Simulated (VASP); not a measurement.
Wanted: the native input for a VASP 6.6.1 run.

```
Task                   : single point
Functional             : LDA
Potentials or basis    : VASP PAW LDA potentials, release 64 (W_sv, C)
Cutoff                 : 520 eV
k mesh                 : 12 × 12 × 1
Occupations            : gaussian, width 0.1 eV
Spin                   : no spin polarisation
Dipole correction      : yes
Further INCAR settings : ALGO = Normal; EDIFF = 1e-06; NBANDS = 31; NELMDL = -8
```

The structure of W3C lies in POSCAR:

```
W3C
1.0
    2.8090103839      0.0000000000      0.0000000000
   -1.4045051920      2.4326743520      0.0000000000
    0.0000000000      0.0000000000     20.1144288635
W C
3 1
Direct
    0.6666666667      0.3333333333      0.1988622211
    0.3333333333      0.6666666667      0.3135698338
    0.0000000000      0.0000000000      0.4282711143
    0.3333333333      0.6666666667      0.4825650787
```

One way to write it, as run:

INCAR

```
PREC = Accurate
ENCUT = 520
EDIFF = 1E-6
ISMEAR = 0
SIGMA = 0.1
LREAL = F
LASPH = T
NELM = 120
ALGO = Normal
ISIF = 2
LWAVE = F
LCHARG = F
LDIPOL = T
IDIPOL = 3
DIPOL = 0.5 0.5 0.356
GGA = CA
NBANDS = 31
GGA_COMPAT = F
NELMDL = -8
```

KPOINTS

```
regular mesh
0
Gamma
  12 12 1
```

Potentials or basis: VASP PAW LDA potentials, release 64 (W_sv, C).

The run is started by

```sh
$ cat potpaw_LDA.64/W_sv/POTCAR potpaw_LDA.64/C/POTCAR > POTCAR
$ mpirun -np 1 vasp_std > vasp.out
```

It gave:

The largest force is 1.184 eV/Å and the band gap on the k mesh is zero (bands 23 and 24 overlap by 0.56 eV).

Caveat: spin-orbit coupling is left out, which moves the levels of the heavy elements.

Wall time 4 min on 1 thread of Intel(R) Xeon(R) Platinum 8259CL CPU @ 2.50GHz (Skylake/Cascade Lake), on a shared host, peak memory 0.25 GiB.
